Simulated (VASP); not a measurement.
Write the native input for VASP 6.6.1 that does the following.

| Property | Result |
| --- | --- |
| Task | single point |
| Functional | PBE |
| Potentials or basis | VASP PAW PBE potentials, release 64 (Sr_sv, Cl) |
| Cutoff | 520 eV |
| k mesh | 6 × 6 × 4 |
| Occupations | gaussian, width 0.01 eV |
| Spin | no spin polarisation |
| Dipole correction | no |
| Further INCAR settings | ALGO = Normal; EDIFF = 1e-06; NBANDS = 19 |

The structure of SrCl2 lies in POSCAR:

```
SrCl2
1.0
    4.4072489239      0.0000000000      0.0000000000
   -2.2036244619      3.8167895289      0.0000000000
    0.0000000000      0.0000000000      5.5960649219
Sr Cl
1 2
Direct
    0.0000000000      0.0000000000      0.0000000000
    0.3333333333      0.6666666667      0.2486950223
    0.6666666667      0.3333333333      0.7513049777
```

The input as run:

INCAR

```
SYSTEM = SrCl2
PREC = Accurate
ENCUT = 520
EDIFF = 1E-6
ISMEAR = 0
SIGMA = 0.01
LREAL = .False.
LASPH = .True.
NELM = 100
ALGO = Normal
ISIF = 2
LWAVE = .False.
LCHARG = .True.
GGA = PE
LELF = .True.
LVHAR = .True.
NBANDS = 19
```

KPOINTS

```
regular mesh
0
Gamma
  6 6 4
  0 0 0
```

Potentials or basis: VASP PAW PBE potentials, release 64 (Sr_sv, Cl).

The run is started by

```bash
$ cat potpaw_PBE.64/Sr_sv/POTCAR potpaw_PBE.64/Cl/POTCAR > POTCAR
$ mpirun -np 1 vasp_std > vasp.out
```

Results of the run:

| Property | Result |
| --- | --- |
| Pressure | 1.3 GPa |
| Largest force | 0.024 eV/Å |
| Band gap on the k mesh | 5.16 eV, direct |

Wall time 19 s on 1 thread of Intel(R) Xeon(R) 6975P-C (Granite Rapids), on a shared host, peak memory 0.23 GiB.
